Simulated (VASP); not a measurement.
Input of a VASP 6.6.1 run:

File INCAR:

```
PREC = Accurate ; ENCUT = 520
EDIFF = 1E-8 ; ISMEAR = -1
SIGMA = 0.02 ; LREAL = False
LASPH = True ; NELM = 60
ALGO = Normal ; ISIF = 2
LWAVE = False ; LCHARG = False
GGA = CA ; LEFG = True
NBANDS = 20
```

File KPOINTS:

```
Automatic mesh
0
Gamma
  8 8 8
```

POSCAR

```
LuH2
1.0
    0.0000000000      2.5165000000      2.5668300000
    2.5165000000      0.0000000000      2.5668300000
    2.5165000000      2.5165000000      0.0000000000
Lu H
1 2
Direct
    0.0000000000      0.0000000000      0.0000000000
    0.2500000000      0.2500000000      0.2500000000
    0.7500000000      0.7500000000      0.7500000000
```

Potentials or basis: VASP PAW PBE potentials, release 64 (Lu, H).

Run with:

```console
$ cat potpaw_PBE.64/Lu/POTCAR potpaw_PBE.64/H/POTCAR > POTCAR
$ mpirun -np 1 vasp_std > vasp.out
```

Predict the band gap on the k mesh.

zero (an odd number of electrons rules out a gap without spin polarisation).

Estimate the pressure.

-7.7 GPa.

Electric field gradients, principal values (V/Å²):
| atom | least | middle | greatest (by size) |
| --- | --- | --- | --- |
| 1 Lu | 0.915 | 0.917 | -1.832 |
| 2 H | -0.057 | -0.058 | 0.116 |
| 3 H | -0.057 | -0.058 | 0.116 |

Caveat: the cell differs from its parent crystal (zz strain of +2 %); the cell stands under tension; without QUAD_EFG the Cq values of the log hold for a quadrupole moment of 1 mb, not for the nuclei; the PAW data sets were made with another functional, which shifts forces and pressure a little; spin-orbit coupling is left out, which moves the levels of the heavy elements.
